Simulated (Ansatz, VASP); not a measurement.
**Ni in VASP and in Ansatz**

```
Ni
1.0
     2.90012    0.00000    0.00000
     0.00000    2.90012    0.00000
     0.00000    0.00000    2.90012
Ni
2
Direct
  0.00000 0.00000 0.00000
  0.50000 0.50000 0.50000
```

Alike in both runs: task single point; functional PBE; k mesh 13 × 13 × 13; occupations fermi-dirac, width 0.05 eV; collinear spin.

|  | VASP | Ansatz |
| --- | --- | --- |
| version | VASP 6.6.1 | Ansatz 0.2.0 |
| potentials or method | VASP PAW PBE potentials, release 64 (Ni), cutoff 520 eV | plane waves (420 eV) with PAW, scalar-relativistic |
| valence electrons in the cell | 20 | 36 |

```csv
,VASP,Ansatz,Ansatz less VASP
pressure (GPa),-15.4,-15.5,-0.10
net moment per atom (μB),0.60,0.61,+0.010
size of the moment on the site where the two differ most (μB),0.62,0.65,+0.030
```

Site moments also hang on the region over which each program counts them. The functional is the same, so the differences come from potentials, cutoffs and numerics. VASP's potentials hold 20 valence electrons a cell and Ansatz's 36, so a difference there can come from the potentials and not from the codes.
